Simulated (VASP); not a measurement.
# NiO: single point with LDA+U

Crystal: NiO.

```
CELL_PARAMETERS angstrom
0.00000 2.09131 2.09131
2.09131 0.00000 2.09131
4.18262 4.18262 0.00000
ATOMIC_POSITIONS crystal
Ni 0.00000 0.00000 0.00000
Ni 0.00000 0.00000 0.50000
O 0.50000 0.50000 0.25000
O 0.50000 0.50000 0.75000
```

```json
{"Program": "VASP 6.6.1", "Task": "single point", "Functional": "LDA", "Potentials or basis": "VASP PAW LDA potentials, release 64 (Ni, O)", "Cutoff": "520 eV", "k mesh": "8 × 8 × 8", "Occupations": "gaussian, width 0.05 eV", "Spin": "collinear spin, ferromagnetic start", "Starting moments": "[2.0, 2.0, 0.0, 0.0] μB", "Hubbard terms": "Ni d U = 4.0 eV", "Dipole correction": "no", "Further INCAR settings": "ALGO = Normal; EDIFF = 1e-06; NBANDS = 28"}
```

- Pressure: -14.8 GPa
- Band gap on the k mesh: 0.68 eV
- Net moment: 4.00 μB per cell
- Site moments: Ni +1.70; O +0.27 μB
- Valence electrons inside the program's atomic spheres: Ni 9.02; O 4.97

Levels at points of the mesh, in eV from the valence-band top:
Spin up:
| k point | band 15 | band 16 | band 17 | band 18 | band 19 | band 20 | band 21 | band 22 |
| --- | --- | --- | --- | --- | --- | --- | --- | --- |
| (0.00, 0.00, 0.00) | -2.08 | -2.08 | 0.00 | 0.00 | 2.23 | 6.16 | 10.48 | 14.37 |
| (0.50, 0.00, 0.00) | -3.24 | -2.59 | 0.00 | 0.00 | 6.16 | 6.52 | 10.48 | 11.18 |
| (0.00, 0.00, 0.50) | -0.86 | -0.86 | -0.86 | -0.86 | 4.93 | 4.93 | 12.30 | 12.30 |
| (0.50, 0.00, 0.50) | -1.77 | -1.77 | -1.35 | -1.35 | 7.96 | 7.96 | 10.13 | 10.13 |
Spin down:
```csv
k point,band 10,band 11,band 12,band 13,band 14,band 15,band 16,band 17,band 18,band 19
"(0.00, 0.00, 0.00)",-1.88,-1.58,-1.58,-1.58,-1.50,0.68,0.68,2.62,3.36,3.36
"(0.50, 0.00, 0.00)",-2.03,-2.03,-1.88,-1.88,-1.50,1.11,1.65,3.36,3.36,6.39
"(0.00, 0.00, 0.50)",-2.07,-2.07,-2.07,-1.94,-1.94,2.22,2.22,2.22,2.22,5.34
"(0.50, 0.00, 0.50)",-2.37,-1.88,-1.88,-1.69,-1.69,2.20,2.20,2.21,2.21,8.45
```

Eigenvalues of the final occupation matrices:
```tsv
site	spin	trace	eigenvalues
site 1 d	1	4.98	0.98 0.98 0.98 1.03 1.03
site 1 d	2	3.30	0.19 0.19 0.97 0.97 0.97
site 2 d	1	4.98	0.98 0.98 0.98 1.03 1.03
site 2 d	2	3.30	0.19 0.19 0.97 0.97 0.97
```

Wall time 91 s on 1 thread of AMD EPYC 9R45 96-Core Processor (Zen 5) (shared host), peak memory 0.19 GiB.

Caveat: the cell stands under tension. The state reached can hang on the start; a lower one may exist.
